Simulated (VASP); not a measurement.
# Ti (P6_3/mmc) in VASP: notebook

The runs below take Ti through single point, relaxation of cell and atoms, with PBEsol.

Everything below comes from runs of VASP 6.6.1. Logs are shortened: lines on timing, memory, paths and dates and some standing lists are left out, and cuts for length are marked.

## (1) The cell of the first run

It takes space group P6_3/mmc (No. 194, hexagonal). The conventional cell has a = 2.900 Å, b = 2.900 Å, c = 4.591 Å, α = 90.00°, β = 90.00°, γ = 120.00°. Within 3.7 Å of Ti (site symmetry -6m2) lie 12 Ti at 2.84 to 2.90 Å.

## (2) Single point, PBEsol

INCAR

```
SYSTEM = Ti
  PREC = Accurate
  ENCUT = 500
  EDIFF = 1E-6
  ISMEAR = 0
  SIGMA = 0.1
  LREAL = .False.
  LASPH = .True.
  NELM = 120
  ALGO = Normal
  ISIF = 2
  LWAVE = .False.
  LCHARG = .False.
  GGA = PS
  NBANDS = 19
  GGA_COMPAT = .False.
```

KPOINTS

```
Automatic mesh
0
Gamma
  18 18 10
  0 0 0
```

POSCAR

```
Ti
1.0
    2.9001878204      0.0000000000      0.0000000000
   -1.4500939102      2.5116363282      0.0000000000
    0.0000000000      0.0000000000      4.5908109184
Ti
2
Direct
    0.3333333333      0.6666666667      0.2500000000
    0.6666666667      0.3333333333      0.7500000000
```

Potentials or basis: VASP PAW PBE potentials, release 64 (Ti_sv).

Launch:

```
$ cat potpaw_PBE.64/Ti_sv/POTCAR > POTCAR
$ mpirun -np 1 vasp_std > vasp.out
```

OUTCAR:

```text
SYSTEM = Ti
   PREC = Accurate
   ENCUT = 500
   EDIFF = 1E-6
   ISMEAR = 0
   LREAL = .False.
   LASPH = .True.
   NELM = 120
   ISIF = 2
   GGA = PS

 ion  position               nearest neighbor table
   1  0.333  0.667  0.250-   2 2.84   2 2.84   2 2.84   2 2.84   2 2.84   2 2.84
   2  0.667  0.333  0.750-   1 2.84   1 2.84   1 2.84   1 2.84   1 2.84   1 2.84

  LATTYP: Found a hexagonal cell.
 ALAT       =     2.9001878204
 C/A-ratio  =     1.5829357279

  Lattice vectors:

 A1 = (   2.9001878204,   0.0000000000,   0.0000000000)
 A2 = (  -1.4500939102,   2.5116363282,   0.0000000000)
 A3 = (   0.0000000000,   0.0000000000,   4.5908109184)

Analysis of symmetry for initial positions (statically):
=====================================================================
 Subroutine PRICEL returns:
 Original cell was already a primitive cell.

 Routine SETGRP: Setting up the symmetry group for a
 hexagonal supercell.

 Subroutine GETGRP returns: Found 24 space group operations
 (whereof 12 operations were pure point group operations)
 out of a pool of 24 trial point group operations.

The static configuration has the point symmetry D_3d.
 The point group associated with its full space group is D_6h.

Analysis of symmetry for dynamics (positions and initial velocities):
=====================================================================
 Subroutine PRICEL returns:
 Original cell was already a primitive cell.

 Routine SETGRP: Setting up the symmetry group for a
 hexagonal supercell.

 Subroutine GETGRP returns: Found 24 space group operations
 (whereof 12 operations were pure point group operations)
 out of a pool of 24 trial point group operations.

The dynamic configuration has the point symmetry D_3d.
 The point group associated with its full space group is D_6h.

 Subroutine INISYM returns: Found 24 space group operations
 (whereof 12 operations are pure point group operations),
 and found     1 'primitive' translations

----------------------------------------------------------------------------------------

                                     Primitive cell

  volume of cell :      33.4405

  direct lattice vectors                    reciprocal lattice vectors
     2.900187820  0.000000000  0.000000000     0.344805255  0.199073407  0.000000000
    -1.450093910  2.511636328  0.000000000     0.000000000  0.398146813  0.000000000
     0.000000000  0.000000000  4.590810918     0.000000000  0.000000000  0.217826440

  length of vectors
     2.900187820  2.900187820  4.590810918     0.398146813  0.398146813  0.217826440

  position of ions in fractional coordinates (direct lattice)
[... 79 lines left out ...]
   EDIFF  = 0.1E-05   stopping-criterion for ELM
   LREAL  =      F    real-space projection
   EDIFFG = 0.1E-04   stopping-criterion for IOM
   NSW    =      0    number of steps for IOM
   IBRION =     -1    ionic relax: 0-MD 1-quasi-New 2-CG
   NFREE  =      0    steps in history (QN), initial steepest desc. (CG)
   ISIF   =      2    stress and relaxation
   ISYM   =      2    0-nonsym 1-usesym 2-fastsym
   POTIM  = 0.5000    time-step for ionic-motion
   TEBEG  =    0.0;   TEEND  =   0.0 temperature during run
   PSTRESS=    0.0 pullay stress
   NELECT =      24.0000    total number of electrons
   NUPDOWN=      -1.0000    fix difference up-down
   EMIN   =  10.00;   EMAX   =-10.00  energy-range for DOS
   EFERMI =   0.00;   METHOD = LEGACY
   ISMEAR =     0;   SIGMA  =   0.10  broadening in eV -4-tet -1-fermi 0-gaus
   EFERMI_NEDOS =   21; number of points for ismear=-14 and -15
   IALGO  =     38    algorithm
   IMIX   =      4    mixing-type and parameters
     AMIX     =   0.40;   BMIX     =  1.00
     AMIX_MAG =   1.60;   BMIX_MAG =  1.00
  volume/ion in A,a.u.               =      16.72       112.83
  Fermi-wavevector in a.u.,A,eV,Ry     =   1.465732  2.769831 29.230341  2.148369
  Thomas-Fermi vector in A             =   2.581554
   LORBIT       =      0    0 simple, 1 ext, 2 COOP (PROOUT), +10 PAW based schemes
   GGA     = PS    functional components
   LHFCALC =     F    Hartree Fock is set to
   AEXX    =    0.0000 exact exchange contribution
   IVDW    =     0    specifies the selected vdW correction
   LEPSILON=     F    determine dielectric tensor
   LRPA    =     F    only Hartree local field effects (RPA)
 non-spin polarized calculation
 Gauss-broadening in eV      SIGMA  =   0.10
  energy-cutoff  :      500.00
  volume of cell :       33.44
 maximum number of plane-waves:       868
 NGX is ok and might be reduce to    24
   NGX = 11   NGY = 11   NGZ = 17

 number of electron      23.9999999 magnetization

 Free energy of the ion-electron system (eV)
  ---------------------------------------------------
  ext. energy  EPLUGINS =         0.00000000
  ---------------------------------------------------
  free energy    TOTEN  =       -16.68380395 eV

  energy without entropy =      -16.67462075  energy(sigma->0) =      -16.67921235

 E-fermi :   8.6231     XC(G=0): -11.8184

 val. band max:        8.6102324748   @ k =   0.0000   0.0000   0.4000
 cond. band min:       8.6290995065   @ k =   0.2778   0.2778   0.4000
 fundamental gap:      0.0188670317
 Fermi energy:         8.6231098882

 k-point     1 :       0.0000    0.0000    0.0000
  band No.  band energies     occupation
      1     -47.9517      2.00000
      2     -47.7886      2.00000
      3     -24.6910      2.00000
      4     -23.9578      2.00000
      5     -23.9578      2.00000
      6     -23.8778      2.00000
[... 505 lines left out ...]
      6     -24.1480      2.00000
[... 11 lines left out ...]
     18      12.2779      0.00000
     19      13.0676      0.00000

 [... further k-points ...]

------------------------ aborting loop because EDIFF is reached ----------------------------------------

  FORCE on cell =-STRESS in cart. coord.  units (eV):
  Direction    XX          YY          ZZ          XY          YZ          ZX
  --------------------------------------------------------------------------------------
  -------------------------------------------------------------------------------------
  Total       -0.0526036     -0.0526036     -0.0586690      0.0000000     -0.0000000      0.0000000
  in kB       -2.5203087     -2.5203087     -2.8109104      0.0000000     -0.0000000      0.0000000
  external PRESSURE =      -2.6171760 kB  Pullay stress =       0.0000000 kB

 VOLUME and BASIS-vectors are now :
 -----------------------------------------------------------------------------
  energy-cutoff  :      500.00
  volume of cell :       33.44
      direct lattice vectors                 reciprocal lattice vectors
     2.900187820  0.000000000  0.000000000     0.344805255  0.199073407  0.000000000
    -1.450093910  2.511636328  0.000000000     0.000000000  0.398146813  0.000000000
     0.000000000  0.000000000  4.590810918     0.000000000  0.000000000  0.217826440

 POSITION                                       TOTAL-FORCE (eV/Angst)
 -----------------------------------------------------------------------------------
     -0.00000      1.67442      1.14770         0.000000     -0.000000      0.000000
      1.45009      0.83721      3.44311        -0.000000      0.000000      0.000000
 -----------------------------------------------------------------------------------
    total drift:                               -0.000000      0.000000     -0.000000

  FREE ENERGIE OF THE ION-ELECTRON SYSTEM (eV)
  ---------------------------------------------------
  free  energy   TOTEN  =       -16.6838039483 eV

  energy  without entropy=      -16.6746207485  energy(sigma->0) =      -16.67921235
```

OSZICAR:

```text
N       E                     dE             d eps       ncg     rms          rms(c)
DAV:   1     0.257815409685E+03    0.25782E+03   -0.12748E+04  8460   0.154E+03
DAV:   2     0.110326857569E+02   -0.24678E+03   -0.24267E+03  8693   0.435E+02
DAV:   3    -0.177121387160E+02   -0.28745E+02   -0.28404E+02 15656   0.123E+02
DAV:   4    -0.188678810409E+02   -0.11557E+01   -0.11533E+01  9651   0.254E+01
DAV:   5    -0.189197823791E+02   -0.51901E-01   -0.51896E-01 12420   0.395E+00    0.129E+01
DAV:   6    -0.166918884325E+02    0.22279E+01   -0.77491E+00  9786   0.283E+01    0.319E+00
DAV:   7    -0.166644117825E+02    0.27477E-01   -0.80337E-01 12816   0.652E+00    0.212E+00
DAV:   8    -0.166917344082E+02   -0.27323E-01   -0.21684E-01  9109   0.544E+00    0.755E-01
DAV:   9    -0.166832136653E+02    0.85207E-02   -0.46571E-02  9396   0.226E+00    0.764E-02
DAV:  10    -0.166837798188E+02   -0.56615E-03   -0.38708E-03 12235   0.353E-01    0.871E-02
DAV:  11    -0.166838145270E+02   -0.34708E-04   -0.11679E-04 10498   0.793E-02    0.449E-02
DAV:  12    -0.166838040605E+02    0.10467E-04   -0.49617E-05  9205   0.639E-02    0.291E-03
DAV:  13    -0.166838039483E+02    0.11217E-06   -0.14093E-06  6507   0.107E-02
   1 F= -.16683804E+02 E0= -.16679212E+02  d E =-.918320E-02
```

stdout:

```text
POSCAR found type information on POSCAR Ti
 POSCAR found :  1 types and       2 ions
 scaLAPACK will be used
 -----------------------------------------------------------------------------
|                                                                             |
|                                                                             |
|     You enforced a specific xc type in the INCAR file but a different       |
|     I HOPE YOU KNOW WHAT YOU ARE DOING!                                     |
|                                                                             |
 -----------------------------------------------------------------------------

 LDA part: xc-table for (Slater+PW92), standard interpolation
 POSCAR, INCAR and KPOINTS ok, starting setup
 FFT: planning ... GRIDC
 FFT: planning ... GRID_SOFT
 FFT: planning ... GRID
 WAVECAR not read
 entering main loop
```

It took 45 s on 1 thread of Intel Xeon 6975P-C (Granite Rapids), shared host; peak memory 0.23 GiB.

Results:

```
Free energy            : -16.6838 eV
Pressure               : -0.3 GPa
Band gap on the k mesh : zero (bands 12 and 13 overlap by 1.11 eV)
```

Levels at points of the mesh, in eV from the Fermi level:
```csv
k point,band 10,band 11,band 12,band 13,band 14,band 15
"(0.00, 0.00, 0.00)",-2.80,0.78,0.78,0.89,0.91,1.31
"(0.50, 0.00, 0.00)",-2.29,-1.96,-0.59,0.46,0.65,1.23
"(0.00, 0.00, 0.50)",-4.40,0.08,0.08,0.68,0.68,0.68
"(0.50, 0.00, 0.50)",-2.66,-0.87,-0.87,1.43,1.43,1.79
```

Caveat: the PAW data sets were made with another functional, which shifts forces and pressure a little.

## (3) Relaxation of cell and atoms, PBEsol

This run uses another cell than the first one, of 17.66 Å³/atom.

INCAR

```
ALGO = Normal ; EDIFF = 1E-7
EDIFFG = -0.005 ; ENCUT = 500
GGA = PS ; GGA_COMPAT = False
IBRION = 2 ; ISIF = 3
ISMEAR = 0 ; LASPH = True
LCHARG = False ; LREAL = False
LWAVE = False ; NELM = 120
NELMIN = 4 ; NSW = 100
PREC = Accurate ; SIGMA = 0.1
```

KPOINTS

```
k-points
0
Gamma
  18 18 10
```

POSCAR

```
Ti
1.0
    2.9499978604      0.0000000000      0.0000000000
   -1.4749989302      2.5547730882      0.0000000000
    0.0000000000      0.0000000000      4.6860000000
Ti
2
Direct
    0.3333333333      0.6666666667      0.2500000000
    0.6666666667      0.3333333333      0.7500000000
```

Potentials or basis: VASP PAW PBE potentials, release 64 (Ti_sv).

Launch:

```
$ cat potpaw_PBE.64/Ti_sv/POTCAR > POTCAR
$ mpirun -np 1 vasp_std > vasp.out
```

OUTCAR:

```text
EDIFF = 1E-7
   EDIFFG = -0.005
   ENCUT = 500
   GGA = PS
   IBRION = 2
   ISIF = 3
   ISMEAR = 0
   LASPH = True
   LREAL = False
   NELM = 120
   NELMIN = 4
   NSW = 100
   PREC = Accurate

 ion  position               nearest neighbor table
   1  0.333  0.667  0.250-   2 2.90   2 2.90   2 2.90   2 2.90   2 2.90   2 2.90
   2  0.667  0.333  0.750-   1 2.90   1 2.90   1 2.90   1 2.90   1 2.90   1 2.90

  LATTYP: Found a hexagonal cell.
 ALAT       =     2.9499978604
 C/A-ratio  =     1.5884757284

  Lattice vectors:

 A1 = (   2.9499978604,   0.0000000000,   0.0000000000)
 A2 = (  -1.4749989302,   2.5547730882,   0.0000000000)
 A3 = (   0.0000000000,   0.0000000000,   4.6860000000)

Analysis of symmetry for initial positions (statically):
=====================================================================
 Subroutine PRICEL returns:
 Original cell was already a primitive cell.

 Routine SETGRP: Setting up the symmetry group for a
 hexagonal supercell.

 Subroutine GETGRP returns: Found 24 space group operations
 (whereof 12 operations were pure point group operations)
 out of a pool of 24 trial point group operations.

The static configuration has the point symmetry D_3d.
 The point group associated with its full space group is D_6h.
[... 171 lines left out ...]
  -------------------------------------------------------------------------------------
  Total       -1.3114260     -1.3114260     -1.4450661      0.0000000     -0.0000000      0.0000000
  in kB      -59.4946669    -59.4946669    -65.5574384      0.0000000     -0.0000000      0.0000000
  external PRESSURE =     -61.5155908 kB  Pullay stress =       0.0000000 kB
[... 203 lines left out ...]
--------------------------------------- Ionic step        7  -------------------------------------------

 number of electron      23.9999999 magnetization

 Free energy of the ion-electron system (eV)
  ---------------------------------------------------
  ext. energy  EPLUGINS =         0.00000000
  ---------------------------------------------------
  free energy    TOTEN  =       -16.68487245 eV

  energy without entropy =      -16.67570161  energy(sigma->0) =      -16.68028703

 E-fermi :   8.6468     XC(G=0): -11.8290

 val. band max:        8.6344591774   @ k =   0.0000   0.0000   0.4000
 cond. band min:       8.6537719067   @ k =   0.2778   0.2778   0.4000
 fundamental gap:      0.0193127293
 Fermi energy:         8.6467522642

 k-point     1 :       0.0000    0.0000    0.0000
  band No.  band energies     occupation
      1     -47.9246      2.00000
      2     -47.7601      2.00000
      3     -24.6665      2.00000
      4     -23.9286      2.00000
      5     -23.9286      2.00000
      6     -23.8477      2.00000
[... 433 lines left out ...]
      3     -24.4418      2.00000
      4     -24.3134      2.00000
      5     -24.3047      2.00000
      6     -24.1201      2.00000
[... 8 lines left out ...]
     15       9.8639      0.00000
     16      11.9210      0.00000

 [... further k-points ...]

------------------------ aborting loop because EDIFF is reached ----------------------------------------

  FORCE on cell =-STRESS in cart. coord.  units (eV):
  Direction    XX          YY          ZZ          XY          YZ          ZX
  --------------------------------------------------------------------------------------
  -------------------------------------------------------------------------------------
  Total       -0.0016867     -0.0016867     -0.0048721      0.0000000      0.0000000      0.0000000
  in kB       -0.0809907     -0.0809907     -0.2339372      0.0000000      0.0000000      0.0000000
  external PRESSURE =      -0.1319729 kB  Pullay stress =       0.0000000 kB
[... 17 lines left out ...]
  FREE ENERGIE OF THE ION-ELECTRON SYSTEM (eV)
  ---------------------------------------------------
  free  energy   TOTEN  =       -16.6848724485 eV

  energy  without entropy=      -16.6757016081  energy(sigma->0) =      -16.68028703

 reached required accuracy - stopping structural energy minimisation
```

OSZICAR:

```text
N       E                     dE             d eps       ncg     rms          rms(c)
DAV:   1     0.242880395774E+03    0.24288E+03   -0.13334E+04  7104   0.182E+03
DAV:   2     0.906274036871E+01   -0.23382E+03   -0.23253E+03  7368   0.488E+02
DAV:   3    -0.178808671891E+02   -0.26944E+02   -0.26748E+02 14000   0.134E+02
[... 73 lines left out ...]
DAV:   3    -0.166848715895E+02    0.17886E-04   -0.10313E-04 12048   0.104E-01    0.123E-02
DAV:   4    -0.166848715941E+02   -0.45679E-08   -0.82350E-06  7728   0.383E-02    0.597E-03
DAV:   5    -0.166848721787E+02   -0.58462E-06   -0.11058E-06  9696   0.951E-03    0.316E-03
DAV:   6    -0.166848724386E+02   -0.25984E-06   -0.36574E-07  6808   0.803E-03    0.410E-04
DAV:   7    -0.166848724485E+02   -0.99176E-08   -0.34735E-08  3856   0.224E-03
   7 F= -.16684872E+02 E0= -.16680287E+02  d E =-.786725E-05
```

CONTCAR:

```text
Ti
   1.00000000000000
     2.8980608083745412    0.0000000000000000    0.0000000000000000
    -1.4490304041872706    2.5097942817491332    0.0000000000000000
     0.0000000000000000    0.0000000000000000    4.5875367424383109
  Ti
     2
Direct
     0.3333333332999970    0.6666666667000030    0.2500000000000000
     0.6666666667000030    0.3333333332999970    0.7500000000000000

  0.00000000E+00  0.00000000E+00  0.00000000E+00
  0.00000000E+00  0.00000000E+00  0.00000000E+00
```

Run time: 3.5 min. Hardware: 1 thread of Intel Xeon 6975P-C (Granite Rapids), shared host; peak memory 0.24 GiB.

Results:

* Free energy: -16.6849 eV
* Relaxed volume: 16.68 Å³/atom
* Relaxed cell: a = 2.898 Å, b = 2.898 Å, c = 4.588 Å, α = 90.00°, β = 90.00°, γ = 120.00°
* Space group after relaxing (to 0.1 Å): P6_3/mmc (No. 194)
* Energy gained by relaxing: 19.6 meV/atom
* Ionic steps: 7
* Pressure after relaxing: 0.0 GPa
* Band gap on the k mesh: zero (bands 12 and 13 overlap by 1.12 eV)

Step by step:
| step | energy change (eV) | largest force (eV/Å) | pressure (GPa) | volume (Å³) |
| --- | --- | --- | --- | --- |
| 1 | 0.0000 | 0.0000 | -6.15 | 35.32 |
| 2 | -0.0159 | 0.0000 | 5.51 | 31.96 |
| 3 | -0.0393 | 0.0000 | -0.01 | 33.37 |
| 4 | -0.0393 | 0.0000 | 0.11 | 33.33 |
| 5 | -0.0393 | 0.0000 | -0.06 | 33.38 |
| 6 | -0.0393 | 0.0000 | -0.05 | 33.38 |
| 7 | -0.0393 | 0.0000 | -0.01 | 33.37 |

Final structure:
```cif
data_structure
_symmetry_space_group_name_H-M 'P 1'
_symmetry_Int_Tables_number 1
_cell_length_a 2.8981
_cell_length_b 2.8981
_cell_length_c 4.5875
_cell_angle_alpha 90.000
_cell_angle_beta 90.000
_cell_angle_gamma 120.000
_cell_volume 33.37
loop_
_atom_site_label
_atom_site_type_symbol
_atom_site_fract_x
_atom_site_fract_y
_atom_site_fract_z
_atom_site_occupancy
Ti1 Ti 0.33333 0.66667 0.25000 1
Ti2 Ti 0.66667 0.33333 0.75000 1
```

Levels at points of the mesh, in eV from the Fermi level:
| k point | band 9 | band 10 | band 11 | band 12 | band 13 | band 14 | band 15 | band 16 |
| --- | --- | --- | --- | --- | --- | --- | --- | --- |
| (0.00, 0.00, 0.00) | -6.31 | -2.80 | 0.78 | 0.78 | 0.89 | 0.92 | 1.32 | 1.32 |
| (0.50, 0.00, 0.00) | -2.41 | -2.29 | -1.97 | -0.59 | 0.46 | 0.65 | 1.23 | 3.52 |
| (0.00, 0.00, 0.50) | -4.40 | -4.40 | 0.08 | 0.08 | 0.68 | 0.68 | 0.68 | 0.68 |
| (0.50, 0.00, 0.50) | -2.67 | -2.67 | -0.87 | -0.87 | 1.44 | 1.44 | 1.79 | 1.79 |

Caveat: the PAW data sets were made with another functional, which shifts forces and pressure a little.
